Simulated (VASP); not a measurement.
## Pt: single point with PBEsol

Pt:

```
Pt
1.0
     0.00000    2.01664    1.95790
     2.01664    0.00000    1.95790
     2.01664    2.01664    0.00000
Pt
1
Direct
  0.00000 0.00000 0.00000
```

This cell differs from its parent crystal: strain +0.030 along x and y, +0.000 along z.

```json
{
  "Program": "VASP 6.6.1",
  "Task": "single point",
  "Functional": "PBEsol",
  "Potentials or basis": "VASP PAW PBE potentials, release 64 (Pt)",
  "Cutoff": "520 eV",
  "k mesh": "20 × 20 × 20",
  "Occupations": "gaussian, width 0.15 eV",
  "Spin": "no spin polarisation",
  "Dipole correction": "no",
  "Further INCAR settings": "ALGO = Normal; EDIFF = 1e-06; NBANDS = 11"
}
```

```json
{"Pressure": "-14.3 GPa", "Band gap on the k mesh": "zero (band 5 reaches 10.63 eV, above the bottom of band 6 at 8.50 eV)"}
```

Stress tensor (GPa, compression positive):
```
-15.02   0.00   0.00
  0.00 -15.02   0.00
  0.00   0.00 -12.99
```

Levels at points of the mesh, in eV from the Fermi level:
| k point | band 3 | band 4 | band 5 | band 6 | band 7 | band 8 |
| --- | --- | --- | --- | --- | --- | --- |
| (0.00, 0.00, 0.00) | -3.58 | -3.26 | -1.68 | -1.31 | 14.77 | 19.18 |
| (0.50, 0.00, 0.00) | -3.37 | -0.32 | -0.05 | 0.11 | 5.40 | 14.27 |
| (0.50, 0.50, 0.00) | 0.00 | 0.45 | 0.45 | 2.19 | 8.74 | 10.81 |
| (0.50, 0.00, 0.50) | 0.01 | 0.30 | 0.55 | 1.64 | 8.02 | 11.26 |

Wall time 59 s on 1 thread of Intel(R) Xeon(R) Platinum 8259CL CPU @ 2.50GHz (Skylake/Cascade Lake), on a shared host, peak memory 0.24 GiB.

Caveat: the cell differs from its parent crystal (strain +0.030 along x and y, +0.000 along z); the PAW data sets were made with another functional, which shifts forces and pressure a little; spin-orbit coupling is left out, which moves the levels of the heavy elements.
